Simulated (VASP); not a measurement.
# Sn (C2/m) in VASP: notebook

Sn is run at these levels: PBE; tasks: single point.

Program: VASP 6.6.1. These are calculated values, not measurements. Logs are shortened: lines on timing, memory, paths and dates and some standing lists are left out, and cuts for length are marked.

### Step 1. The cell of the first run

It takes space group C2/m (No. 12, monoclinic). The conventional cell has a = 6.694 Å, b = 5.880 Å, c = 3.199 Å, α = 90.00°, β = 118.54°, γ = 90.00°. Within 3.7 Å of Sn (site symmetry m) lie 7 Sn at 2.83 to 3.62 Å.

### Step 2. Single point, PBE (one atom moved)

The input, INCAR:

```
SYSTEM = Sn
PREC = Accurate
ENCUT = 520
EDIFF = 1E-6
ISMEAR = 0
SIGMA = 0.1
LREAL = .False.
LASPH = .True.
NELM = 100
ALGO = Normal
ISIF = 2
LWAVE = .False.
LCHARG = .True.
GGA = PE
LELF = .True.
LVHAR = .True.
NBANDS = 21
```

The input, KPOINTS:

```
regular mesh
0
Gamma
  14 14 14
  0 0 0
```

The input, POSCAR:

```
Sn
1.0
   -2.9401404553      2.9401404553      1.5993019889
    2.9401404553     -2.9401404553      1.5993019889
    2.9401404553      2.9401404553     -1.5993019889
Sn
2
Direct
    0.7882634781      0.2500000000      0.5382634781
    0.0000000000      0.0000000000      0.0000000000
```

Potentials or basis: VASP PAW PBE potentials, release 64 (Sn_d).

The run is started by

```bash
> cat potpaw_PBE.64/Sn_d/POTCAR > POTCAR
> mpirun -np 1 vasp_std > vasp.out
```

OUTCAR:

```text
SYSTEM = Sn
   PREC = Accurate
   ENCUT = 520
   EDIFF = 1E-6
   ISMEAR = 0
   LREAL = .False.
   LASPH = .True.
   NELM = 100
   ISIF = 2
   GGA = PE

 ion  position               nearest neighbor table
   1  0.788  0.250  0.538-   2 2.83   2 3.06   2 3.06   2 3.26   2 3.62
   2  0.000  0.000  0.000-   1 2.83   1 3.06   1 3.06   1 3.26   1 3.62

  LATTYP: Found a body centered tetragonal cell.
 ALAT       =     5.8802809106
 C/A-ratio  =     0.5439542815

  Lattice vectors:

 A1 = (  -2.9401404553,   2.9401404553,   1.5993019889)
 A2 = (   2.9401404553,  -2.9401404553,   1.5993019889)
 A3 = (   2.9401404553,   2.9401404553,  -1.5993019889)

Analysis of symmetry for initial positions (statically):
=====================================================================
 Subroutine PRICEL returns:
 Original cell was already a primitive cell.

 Routine SETGRP: Setting up the symmetry group for a
 body centered tetragonal supercell.

 Subroutine GETGRP returns: Found  4 space group operations
 (whereof  2 operations were pure point group operations)
 out of a pool of 16 trial point group operations.

The static configuration has the point symmetry C_1h.
 The point group associated with its full space group is C_2h.

Analysis of symmetry for dynamics (positions and initial velocities):
=====================================================================
 Subroutine PRICEL returns:
 Original cell was already a primitive cell.

 Routine SETGRP: Setting up the symmetry group for a
 body centered tetragonal supercell.

 Subroutine GETGRP returns: Found  4 space group operations
 (whereof  2 operations were pure point group operations)
 out of a pool of 16 trial point group operations.

The dynamic configuration has the point symmetry C_1h.
 The point group associated with its full space group is C_2h.

 Subroutine INISYM returns: Found  4 space group operations
 (whereof  2 operations are pure point group operations),
 and found     1 'primitive' translations

----------------------------------------------------------------------------------------

                                     Primitive cell

  volume of cell :      55.3002

  direct lattice vectors                    reciprocal lattice vectors
    -2.940140455  2.940140455  1.599301989     0.000000000  0.170059903  0.312636390
     2.940140455 -2.940140455  1.599301989     0.170059903  0.000000000  0.312636390
     2.940140455  2.940140455 -1.599301989     0.170059903  0.170059903  0.000000000
[... 76 lines left out ...]
   ISTART =      0    job   : 0-new  1-cont  2-samecut
   ICHARG =      2    charge: 1-file 2-atom 10-const
   ISPIN  =      1    spin polarized calculation?
   LNONCOLLINEAR =      F non collinear calculations
   LSORBIT =      F    spin-orbit coupling
   LASPH  =      T    aspherical Exc in radial PAW
   ENCUT  =  520.0 eV  38.22 Ry    6.18 a.u.   8.28  8.28  8.28*2*pi/ulx,y,z
   NELM   =    100;   NELMIN=  2; NELMDL= -5     # of ELM steps
   EDIFF  = 0.1E-05   stopping-criterion for ELM
   LREAL  =      F    real-space projection
   EDIFFG = 0.1E-04   stopping-criterion for IOM
   NSW    =      0    number of steps for IOM
   IBRION =     -1    ionic relax: 0-MD 1-quasi-New 2-CG
   NFREE  =      0    steps in history (QN), initial steepest desc. (CG)
   ISIF   =      2    stress and relaxation
   ISYM   =      2    0-nonsym 1-usesym 2-fastsym
   POTIM  = 0.5000    time-step for ionic-motion
   TEBEG  =    0.0;   TEEND  =   0.0 temperature during run
   PSTRESS=    0.0 pullay stress
   NELECT =      28.0000    total number of electrons
   NUPDOWN=      -1.0000    fix difference up-down
   EMIN   =  10.00;   EMAX   =-10.00  energy-range for DOS
   EFERMI =   0.00;   METHOD = LEGACY
   ISMEAR =     0;   SIGMA  =   0.10  broadening in eV -4-tet -1-fermi 0-gaus
   EFERMI_NEDOS =   21; number of points for ismear=-14 and -15
   IALGO  =     38    algorithm
   IMIX   =      4    mixing-type and parameters
     AMIX     =   0.40;   BMIX     =  1.00
     AMIX_MAG =   1.60;   BMIX_MAG =  1.00
  volume/ion in A,a.u.               =      27.65       186.59
  Fermi-wavevector in a.u.,A,eV,Ry     =   1.304824  2.465760 23.164816  1.702566
  Thomas-Fermi vector in A             =   2.435734
   LORBIT       =      0    0 simple, 1 ext, 2 COOP (PROOUT), +10 PAW based schemes
   GGA     = PE    functional components
   LHFCALC =     F    Hartree Fock is set to
   AEXX    =    0.0000 exact exchange contribution
   IVDW    =     0    specifies the selected vdW correction
   LEPSILON=     F    determine dielectric tensor
   LRPA    =     F    only Hartree local field effects (RPA)
 non-spin polarized calculation
 Gauss-broadening in eV      SIGMA  =   0.10
  energy-cutoff  :      520.00
  volume of cell :       55.30
 maximum number of plane-waves:      1510
 NGX is ok and might be reduce to    36
   NGX = 17   NGY = 17   NGZ = 17

 number of electron      27.9999995 magnetization

 Free energy of the ion-electron system (eV)
  ---------------------------------------------------
  ext. energy  EPLUGINS =         0.00000000
  ---------------------------------------------------
  free energy    TOTEN  =        -7.50731300 eV

  energy without entropy =       -7.50196983  energy(sigma->0) =       -7.50464142

 E-fermi :   7.7228     XC(G=0): -10.2068

 val. band max:        7.7201164435   @ k =   0.0714   0.1429  -0.2857
 cond. band min:       7.7280737097   @ k =   0.4286   0.2143   0.0000
 fundamental gap:      0.0079572662
 Fermi energy:         7.7227907386

 k-point     1 :       0.0000    0.0000    0.0000
  band No.  band energies     occupation
      1     -13.9266      2.00000
      2     -13.8327      2.00000
      3     -13.7885      2.00000
      4     -13.7799      2.00000
      5     -13.6266      2.00000
      6     -13.6184      2.00000
[... 565 lines left out ...]
     20      16.1459      0.00000
     21      16.2419      0.00000

 [... further k-points ...]
[... 5 lines left out ...]
  --------------------------------------------------------------------------------------
  -------------------------------------------------------------------------------------
  Total        0.2123707      1.6327662      0.6256442      0.0000000     -0.5474489      0.0000000
  in kB        6.1528829     47.3051001     18.1263911      0.0000000    -15.8608884      0.0000000
  external PRESSURE =      23.8614580 kB  Pullay stress =       0.0000000 kB

 VOLUME and BASIS-vectors are now :
 -----------------------------------------------------------------------------
  energy-cutoff  :      520.00
  volume of cell :       55.30
      direct lattice vectors                 reciprocal lattice vectors
    -2.940140455  2.940140455  1.599301989     0.000000000  0.170059903  0.312636390
     2.940140455 -2.940140455  1.599301989     0.170059903  0.000000000  0.312636390
     2.940140455  2.940140455 -1.599301989     0.170059903  0.170059903  0.000000000

 POSITION                                       TOTAL-FORCE (eV/Angst)
 -----------------------------------------------------------------------------------
      0.00000      3.16514      0.79965        -0.000000     -0.915141      0.156901
      0.00000      0.00000      0.00000         0.000000      0.915141     -0.156901
 -----------------------------------------------------------------------------------
    total drift:                               -0.000000     -0.000035      0.000000

  FREE ENERGIE OF THE ION-ELECTRON SYSTEM (eV)
  ---------------------------------------------------
  free  energy   TOTEN  =        -7.5073130044 eV

  energy  without entropy=       -7.5019698257  energy(sigma->0) =       -7.50464142
```

OSZICAR:

```text
N       E                     dE             d eps       ncg     rms          rms(c)
DAV:   1     0.223014928138E+03    0.22301E+03   -0.14417E+04 31702   0.207E+03
DAV:   2     0.156297239959E+02   -0.20739E+03   -0.20316E+03 31473   0.455E+02
DAV:   3    -0.679491547439E+01   -0.22425E+02   -0.22258E+02 36160   0.135E+02
DAV:   4    -0.750128348835E+01   -0.70637E+00   -0.70585E+00 35421   0.266E+01
DAV:   5    -0.752998834778E+01   -0.28705E-01   -0.28704E-01 44511   0.503E+00    0.239E+00
DAV:   6    -0.751206992101E+01    0.17918E-01   -0.32040E-02 42471   0.249E+00    0.134E+00
DAV:   7    -0.750733972593E+01    0.47302E-02   -0.20825E-02 42500   0.197E+00    0.166E-01
DAV:   8    -0.750730498061E+01    0.34745E-04   -0.27502E-03 36750   0.659E-01    0.331E-02
DAV:   9    -0.750731264257E+01   -0.76620E-05   -0.10066E-04 40926   0.976E-02    0.138E-02
DAV:  10    -0.750731300443E+01   -0.36186E-06   -0.87800E-06 38396   0.332E-02
   1 F= -.75073130E+01 E0= -.75046414E+01  d E =-.534318E-02
```

stdout:

```text
POSCAR found type information on POSCAR Sn
 POSCAR found :  1 types and       2 ions
 scaLAPACK will be used
 LDA part: xc-table for (Slater+PW92), standard interpolation
 POSCAR, INCAR and KPOINTS ok, starting setup
 FFT: planning ... GRIDC
 FFT: planning ... GRID_SOFT
 FFT: planning ... GRID
 WAVECAR not read
 entering main loop
```

Wall time 40 min (1 thread of AMD EPYC, shared host); peak memory 0.7 GiB.

Results:

```
Free energy            : -7.5073 eV
Pressure               : 2.4 GPa
Largest force          : 0.928 eV/Å
Band gap on the k mesh : zero (band 14 reaches 9.20 eV, above the bottom of band 15 at 5.34 eV)
```

Forces on the atoms (eV/Å):
```
Sn   0.000 -0.915  0.157
Sn   0.000  0.915 -0.157
```

Caveat: the cell differs from its parent crystal (one atom moved); spin-orbit coupling is left out, which moves the levels of the heavy elements.

### Step 3. Single point, PBE (strained and its atoms moved)

The input, INCAR:

```
ALGO = Fast ; EDIFF = 1E-6
ENCUT = 520 ; GGA = PE
ISIF = 2 ; ISMEAR = 0
LASPH = T ; LCHARG = F
LREAL = F ; LWAVE = F
NBANDS = 21 ; NELM = 60
PREC = Accurate ; SIGMA = 0.1
```

The input, KPOINTS:

```
k-points
0
Gamma
  14 14 14
```

The input, POSCAR:

```
Sn
1.0
   -2.8697240914      2.6948232008      1.4479066447
    2.8697240914     -2.8867394395      1.8007234993
    2.8697240914      2.8867394395     -1.8007234993
Sn
2
Direct
    0.7086432606      0.2322556521      0.4763876085
    0.0413567394      0.0177443479      0.0236123915
```

Potentials or basis: VASP PAW PBE potentials, release 64 (Sn_d).

The run is started by

```bash
> cat potpaw_PBE.64/Sn_d/POTCAR > POTCAR
> mpirun -np 1 vasp_std > vasp.out
```

Wall time 5.6 min (1 thread of Intel Xeon 6975P-C (Granite Rapids), shared host); peak memory 0.69 GiB.

Results (log left out):

```yaml
Free_energy: -6.9559 eV
Pressure: 10.0 GPa
Largest_force: 3.228 eV/Å
Band_gap_on_the_k_mesh: zero (band 14 reaches 10.43 eV, above the bottom of band 15 at 5.70 eV)
```

Forces on the atoms (eV/Å):
```
Sn   0.000  3.168  0.619
Sn   0.000 -3.168 -0.619
```

Stress tensor (GPa, compression positive):
```
 2.16  0.00  0.00
 0.00 25.06  7.04
 0.00  7.04  2.86
```

Levels at points of the mesh, in eV from the Fermi level:
```csv
k point,band 11,band 12,band 13,band 14,band 15,band 16,band 17,band 18
"(0.00, 0.00, 0.00)",-11.60,-2.83,-2.13,-1.52,2.82,5.56,6.49,6.53
"(0.50, 0.00, 0.00)",-6.55,-6.27,-2.18,-2.11,-1.94,1.76,1.86,4.91
"(0.00, 0.50, 0.00)",-7.75,-5.52,-2.45,-1.85,-0.89,2.25,3.34,5.08
"(0.50, 0.50, 0.00)",-9.72,-8.43,0.34,0.89,2.37,2.72,4.43,6.59
"(0.00, 0.50, 0.50)",-8.28,-5.61,-1.84,-1.39,-0.48,1.92,4.31,5.72
"(0.50, 0.50, 0.50)",-8.15,-7.02,-5.04,-4.65,3.88,4.82,10.18,11.00
```

Caveat: the cell differs from its parent crystal (strained and its atoms moved); spin-orbit coupling is left out, which moves the levels of the heavy elements; forces of over 1 eV/Å act on the atoms, so gaps and moduli don't describe the material at rest.
